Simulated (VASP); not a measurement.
# Al (Fm-3m) in VASP: single point with PBE

Aim: the single point of Al with PBE.

All numbers are computed with VASP 6.6.1; they aren't measurements. Logs are shortened: lines on timing, memory, paths and dates and some standing lists are left out, and cuts for length are marked.

## 1. The cell of the first run

The structure is cubic, space group Fm-3m (No. 225). Conventional cell: a = 4.041 Å, b = 4.041 Å, c = 4.041 Å, α = 90.00°, β = 90.00°, γ = 90.00°. Al (site symmetry m-3m) has 12 Al at 2.86 Å within 3.8 Å.

## 2. Single point, PBE

File INCAR:

```
ALGO     = Normal         # electronic algorithm
EDIFF    = 1E-6           # SCF threshold, eV
ENCUT    = 500            # plane-wave cutoff, eV
GGA      = PE             # functional
GGA_COMPAT= F            
ISIF     = 2              # what is computed and relaxed
ISMEAR   = 0              # smearing method
LASPH    = T              # aspherical terms in the spheres
LCHARG   = F              # write CHGCAR
LREAL    = F              # projectors in reciprocal space
LWAVE    = F              # write WAVECAR
NBANDS   = 8              # bands
NELM     = 120            # most SCF steps
PREC     = Accurate       # precision mode
SIGMA    = 0.1            # smearing width, eV
```

File KPOINTS:

```
k-points
0
Gamma
  18 18 18
```

File POSCAR:

```
Al
1.0
    0.0000000000      2.0204029338      2.0204029338
    2.0204029338      0.0000000000      2.0204029338
    2.0204029338      2.0204029338      0.0000000000
Al
1
Direct
    0.0000000000      0.0000000000      0.0000000000
```

Potentials or basis: VASP PAW PBE potentials, release 64 (Al).

Launch:

```
cat potpaw_PBE.64/Al/POTCAR > POTCAR
mpirun -np 1 vasp_std > vasp.out
```

OUTCAR:

```text
EDIFF = 1E-6
   ENCUT = 500
   GGA = PE
   ISIF = 2
   ISMEAR = 0
   LASPH = T
   LREAL = F
   NELM = 120
   PREC = Accurate

 ion  position               nearest neighbor table
   1  0.000  0.000  0.000-

  LATTYP: Found a face centered cubic cell.
 ALAT       =     4.0408058676

  Lattice vectors:

 A1 = (   0.0000000000,   2.0204029338,   2.0204029338)
 A2 = (   2.0204029338,   0.0000000000,   2.0204029338)
 A3 = (   2.0204029338,   2.0204029338,   0.0000000000)

Analysis of symmetry for initial positions (statically):
=====================================================================
 Subroutine PRICEL returns:
 Original cell was already a primitive cell.

 Routine SETGRP: Setting up the symmetry group for a
 face centered cubic supercell.

 Subroutine GETGRP returns: Found 48 space group operations
 (whereof 48 operations were pure point group operations)
 out of a pool of 48 trial point group operations.

The static configuration has the point symmetry O_h .

Analysis of symmetry for dynamics (positions and initial velocities):
=====================================================================
 Subroutine PRICEL returns:
 Original cell was already a primitive cell.

 Routine SETGRP: Setting up the symmetry group for a
 face centered cubic supercell.

 Subroutine GETGRP returns: Found 48 space group operations
 (whereof 48 operations were pure point group operations)
 out of a pool of 48 trial point group operations.

The dynamic configuration has the point symmetry O_h .

 Subroutine INISYM returns: Found 48 space group operations
 (whereof 48 operations are pure point group operations),
 and found     1 'primitive' translations

----------------------------------------------------------------------------------------

                                     Primitive cell

  volume of cell :      16.4947

  direct lattice vectors                    reciprocal lattice vectors
     0.000000000  2.020402934  2.020402934    -0.247475388  0.247475388  0.247475388
     2.020402934  0.000000000  2.020402934     0.247475388 -0.247475388  0.247475388
     2.020402934  2.020402934  0.000000000     0.247475388  0.247475388 -0.247475388

  length of vectors
     2.857281230  2.857281230  2.857281230     0.428639946  0.428639946  0.428639946

  position of ions in fractional coordinates (direct lattice)
     0.000000000  0.000000000  0.000000000

  ion indices of the primitive-cell ions
   primitive index   ion index
                 1           1

[... 77 lines left out ...]
   ISIF   =      2    stress and relaxation
   ISYM   =      2    0-nonsym 1-usesym 2-fastsym
   POTIM  = 0.5000    time-step for ionic-motion
   TEBEG  =    0.0;   TEEND  =   0.0 temperature during run
   PSTRESS=    0.0 pullay stress
   NELECT =       3.0000    total number of electrons
   NUPDOWN=      -1.0000    fix difference up-down
   EMIN   =  10.00;   EMAX   =-10.00  energy-range for DOS
   EFERMI =   0.00;   METHOD = LEGACY
   ISMEAR =     0;   SIGMA  =   0.10  broadening in eV -4-tet -1-fermi 0-gaus
   EFERMI_NEDOS =   21; number of points for ismear=-14 and -15
   IALGO  =     38    algorithm
   IMIX   =      4    mixing-type and parameters
     AMIX     =   0.40;   BMIX     =  1.00
     AMIX_MAG =   1.60;   BMIX_MAG =  1.00
  volume/ion in A,a.u.               =      16.49       111.31
  Fermi-wavevector in a.u.,A,eV,Ry     =   0.927543  1.752802 11.705575  0.860336
  Thomas-Fermi vector in A             =   2.053624
   LORBIT       =      0    0 simple, 1 ext, 2 COOP (PROOUT), +10 PAW based schemes
   GGA     = PE    functional components
   LHFCALC =     F    Hartree Fock is set to
   AEXX    =    0.0000 exact exchange contribution
   IVDW    =     0    specifies the selected vdW correction
   LEPSILON=     F    determine dielectric tensor
   LRPA    =     F    only Hartree local field effects (RPA)
 non-spin polarized calculation
 Gauss-broadening in eV      SIGMA  =   0.10
  energy-cutoff  :      500.00
  volume of cell :       16.49
 maximum number of plane-waves:       444
 NGX is ok and might be reduce to    24
   NGX = 11   NGY = 11   NGZ = 11

 number of electron       3.0000000 magnetization

 Free energy of the ion-electron system (eV)
  ---------------------------------------------------
  ext. energy  EPLUGINS =         0.00000000
  ---------------------------------------------------
  free energy    TOTEN  =        -3.74452416 eV

  energy without entropy =       -3.74159757  energy(sigma->0) =       -3.74306086

 E-fermi :   7.9948     XC(G=0): -10.1977

 val. band max:        7.9882798652   @ k =  -0.2778   0.2778   0.0556
 cond. band min:       7.9954104956   @ k =  -0.2778   0.5000   0.2222
 fundamental gap:      0.0071306304
 Fermi energy:         7.9948145025

 k-point     1 :       0.0000    0.0000    0.0000
  band No.  band energies     occupation
      1      -3.1330      2.00000
      2      20.6247      0.00000
      3      20.6247      0.00000
      4      20.6247      0.00000
      5      22.1190      0.00000
      6      22.1190      0.00000
      7      22.1190      0.00000
      8      24.4718      0.00000
[... 243 lines left out ...]
 k-point    24 :      -0.2222    0.0556    0.0000
  band No.  band energies     occupation
      1      -1.4915      2.00000
      2      11.8452      0.00000
      3      17.2904      0.00000
      4      20.1425      0.00000
      5      21.8884      0.00000
      6      22.9393      0.00000
      7      23.3867      0.00000
      8      25.5893      0.00000

 [... further k-points ...]

------------------------ aborting loop because EDIFF is reached ----------------------------------------

  FORCE on cell =-STRESS in cart. coord.  units (eV):
  Direction    XX          YY          ZZ          XY          YZ          ZX
  --------------------------------------------------------------------------------------
  -------------------------------------------------------------------------------------
  Total       -0.0008624     -0.0008624     -0.0008624      0.0000000     -0.0000000      0.0000000
  in kB       -0.0837694     -0.0837694     -0.0837694      0.0000000     -0.0000000      0.0000000
  external PRESSURE =      -0.0837694 kB  Pullay stress =       0.0000000 kB

 VOLUME and BASIS-vectors are now :
 -----------------------------------------------------------------------------
  energy-cutoff  :      500.00
  volume of cell :       16.49
      direct lattice vectors                 reciprocal lattice vectors
     0.000000000  2.020402934  2.020402934    -0.247475388  0.247475388  0.247475388
     2.020402934  0.000000000  2.020402934     0.247475388 -0.247475388  0.247475388
     2.020402934  2.020402934  0.000000000     0.247475388  0.247475388 -0.247475388

 POSITION                                       TOTAL-FORCE (eV/Angst)
 -----------------------------------------------------------------------------------
      0.00000      0.00000      0.00000        -0.000000     -0.000000     -0.000000
 -----------------------------------------------------------------------------------
    total drift:                               -0.000000      0.000000      0.000000

  FREE ENERGIE OF THE ION-ELECTRON SYSTEM (eV)
  ---------------------------------------------------
  free  energy   TOTEN  =        -3.7445241643 eV

  energy  without entropy=       -3.7415975656  energy(sigma->0) =       -3.74306086
```

OSZICAR:

```text
N       E                     dE             d eps       ncg     rms          rms(c)
DAV:   1    -0.240175771302E+01   -0.24018E+01   -0.84493E+02  3128   0.198E+02
DAV:   2    -0.376009990934E+01   -0.13583E+01   -0.13247E+01  4304   0.184E+01
DAV:   3    -0.376698324140E+01   -0.68833E-02   -0.68669E-02  4144   0.147E+00
DAV:   4    -0.376699792359E+01   -0.14682E-04   -0.14681E-04  4776   0.570E-02
DAV:   5    -0.376699793532E+01   -0.11729E-07   -0.11584E-07  4160   0.116E-03    0.130E+00
DAV:   6    -0.375400975768E+01    0.12988E-01   -0.16483E-03  4200   0.193E-01    0.758E-01
DAV:   7    -0.374453096820E+01    0.94788E-02   -0.49381E-03  3992   0.313E-01    0.147E-01
DAV:   8    -0.374452607816E+01    0.48900E-05   -0.13249E-05  4472   0.260E-02    0.815E-03
DAV:   9    -0.374452452254E+01    0.15556E-05   -0.85541E-07  4432   0.407E-03    0.675E-04
DAV:  10    -0.374452416430E+01    0.35823E-06   -0.35284E-09  2744   0.418E-04
   1 F= -.37445242E+01 E0= -.37430609E+01  d E =-.292660E-02
```

stdout:

```text
POSCAR found type information on POSCAR Al
 POSCAR found :  1 types and       1 ions
 scaLAPACK will be used
 LDA part: xc-table for (Slater+PW92), standard interpolation
 POSCAR, INCAR and KPOINTS ok, starting setup
 FFT: planning ... GRIDC
 FFT: planning ... GRID_SOFT
 FFT: planning ... GRID
 WAVECAR not read
 entering main loop
```

It took 10 s on 1 thread of Intel Xeon Platinum 8488C (Sapphire Rapids), shared host; peak memory 0.14 GiB.

Results:

```yaml
Free_energy: -3.7445 eV
Pressure: 0.0 GPa
Band_gap_on_the_k_mesh: zero (an odd number of electrons rules out a gap without spin polarisation)
```
